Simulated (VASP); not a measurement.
A run of VASP 6.6.1 is set up as follows.

File POSCAR:

```
SiC
1.0
    3.0753356281      0.0000000000      0.0000000000
   -1.5376678140      2.6633187791      0.0000000000
    0.0000000000      0.0000000000      5.0482216488
Si C
2 2
Direct
    0.3333333333      0.6666666667      0.0045987975
    0.6666666667      0.3333333333      0.5045987975
    0.3333333333      0.6666666667      0.3804012025
    0.6666666667      0.3333333333      0.8804012025
```

The input INCAR.step1:

```
SYSTEM = SiC
PREC     = Accurate       ! precision mode
ENCUT    = 520            ! plane-wave cutoff, eV
ISMEAR   = -1             ! smearing method
SIGMA    = 0.05           ! smearing width, eV
LREAL    = .False.        ! projectors in reciprocal space
LASPH    = .True.         ! aspherical terms in the spheres
NELM     = 100            ! most SCF steps
NBANDS   = 16             ! bands
GGA      = PE             ! functional
ALGO     = Normal         ! electronic algorithm
EDIFF    = 1E-4           ! SCF threshold, eV
LWAVE    = .True.         ! write WAVECAR
LCHARG   = .False.        ! write CHGCAR
```

Contents of INCAR.step2:

```
SYSTEM = SiC
PREC     = Accurate       ! precision mode
ENCUT    = 520            ! plane-wave cutoff, eV
EDIFF    = 1E-7           ! SCF threshold, eV
ISMEAR   = -1             ! smearing method
SIGMA    = 0.05           ! smearing width, eV
LREAL    = .False.        ! projectors in reciprocal space
LASPH    = .True.         ! aspherical terms in the spheres
NELM     = 100            ! most SCF steps
ALGO     = Normal         ! electronic algorithm
ISIF     = 2              ! what is computed and relaxed
LWAVE    = .False.        ! write WAVECAR
LCHARG   = .False.        ! write CHGCAR
METAGGA  = R2SCAN         ! meta-GGA
LMIXTAU  = .True.       
NBANDS   = 16             ! bands
ISTART   = 1
```

KPOINTS

```
Automatic mesh
0
Gamma
  16 16 8
  0 0 0
```

Potentials or basis: VASP PAW PBE potentials, release 64 (Si, C).

Run with:

```bash
$ cat potpaw_PBE.64/Si/POTCAR potpaw_PBE.64/C/POTCAR > POTCAR
$ cp INCAR.step1 INCAR
$ mpirun -np 1 vasp_std > vasp.out
$ cp INCAR.step2 INCAR
$ mpirun -np 1 vasp_std > vasp.out
```

Problem. What does it give for the band gap on the k mesh?

Solution. 2.72 eV, indirect (least direct gap 4.48 eV).

Problem. What does it give for the pressure?

Solution. -0.2 GPa.

Caveat: the PAW data sets were made with another functional, which shifts forces and pressure a little. A k mesh can miss the band edges.
